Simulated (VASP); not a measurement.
Runs of VASP 6.6.1 on Fe3Ge. The structure is that of space group Fm-3m (No. 225), or close to it. The cells are those of the table. 

| potentials or basis | cell | cutoff (eV) | gap on the mesh (eV) | pressure (GPa) | moment (μB) |
| --- | --- | --- | --- | --- | --- |
| VASP PAW PBE potentials, release 64 (Ge_d, Fe_sv) | a = 4.039 Å, angles 60.0°, 4 atoms | 600 | none | -11.0 | 5.29 |
| VASP PAW PBE potentials, release 64 (Ge_d, Fe) | a = 4.094 Å, angles 60.0°, 4 atoms | 520 | none | (c) | (b) |
| VASP PAW PBE potentials, release 64 (Ge_d, Fe) | a = 4.067 Å, angles 60.0°, 4 atoms | 520 | none | (a) | 5.68 |
| VASP PAW PBE potentials, release 64 (Ge_d, Fe_sv) | a = 3.984 Å, angles 60.0°, 4 atoms | 600 | none | -3.0 | 5.05 |

Alike in all rows: task single point; level PBEsol; spin collinear, ferromagnetic start; k mesh 8 × 8 × 8; smearing fermi-dirac 0.05 eV.

Problem. Fill in the values left out.

Solution. (a) -10.7; (b) 5.95; (c) -13.0.

Caveats: the PAW data sets were made with another functional, which shifts forces and pressure a little; the cell stands under tension (at least some runs).

A k mesh can miss the band edges, and the runs leave out spin-orbit coupling on Ge.

A gap of «none» marks levels without a gap at the run's occupations.

The runs don't all hold the same shells in valence.
